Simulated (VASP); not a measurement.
Here is a VASP 6.6.1 calculation.

File POSCAR:

```
SnO2
1.0
    4.7124058068      0.0000000000      0.0000000000
    0.0000000000      4.7124058068      0.0000000000
    0.0000000000      0.0000000000      3.1678357271
Sn O
2 4
Direct
    0.0000000000      0.0000000000      0.0000000000
    0.5000000000      0.5000000000      0.5000000000
    0.3058809152      0.3058809152      0.0000000000
    0.1941190848      0.8058809152      0.5000000000
    0.6941190848      0.6941190848      0.0000000000
    0.8058809152      0.1941190848      0.5000000000
```

INCAR.step1

```
SYSTEM = SnO2
ALGO = Normal
EDIFF = 1E-4
ENCUT = 520
GGA = PE
ISMEAR = 0
LASPH = .TRUE.
LCHARG = .FALSE.
LREAL = .FALSE.
LWAVE = .TRUE.
NBANDS = 35
NELM = 100
PREC = Accurate
SIGMA = 0.01
```

INCAR.step2

```
SYSTEM = SnO2
ALGO = Normal
EDIFF = 1E-6
ENCUT = 520
ISIF = 2
ISMEAR = 0
ISTART = 1
LASPH = .TRUE.
LCHARG = .TRUE.
LELF = .TRUE.
LMIXTAU = .TRUE.
LREAL = .FALSE.
LVHAR = .TRUE.
LWAVE = .FALSE.
METAGGA = R2SCAN
NBANDS = 35
NELM = 100
PREC = Accurate
SIGMA = 0.01
```

Contents of KPOINTS:

```
k-points
0
G
  4 4 6
  0 0 0
```

Potentials or basis: VASP PAW PBE potentials, release 64 (Sn_d, O).

Launch:

```console
$ cat potpaw_PBE.64/Sn_d/POTCAR potpaw_PBE.64/O/POTCAR > POTCAR
$ cp INCAR.step1 INCAR
$ mpirun -np 1 vasp_std > vasp.out
$ cp INCAR.step2 INCAR
$ mpirun -np 1 vasp_std > vasp.out
```

**Question.** Predict the pressure.

**Answer.** 8.3 GPa.

**Question.** Predict the band gap on the k mesh.

**Answer.** 2.17 eV.

**Question.** What does it give for the largest force?

**Answer.** 0.139 eV/Å.

Forces in eV/Å, atoms in the order of the input:
```
Sn   0.000  0.000  0.000
Sn   0.000  0.000  0.000
O   -0.098 -0.098  0.000
O    0.098 -0.098  0.000
O    0.098  0.098  0.000
O   -0.098  0.098  0.000
```

Caveat: the cell stands under pressure; the PAW data sets were made with another functional, which shifts forces and pressure a little; spin-orbit coupling is left out, which moves the levels of the heavy elements. r2SCAN opens gaps a little over a GGA but as a rule still falls short of measured ones.
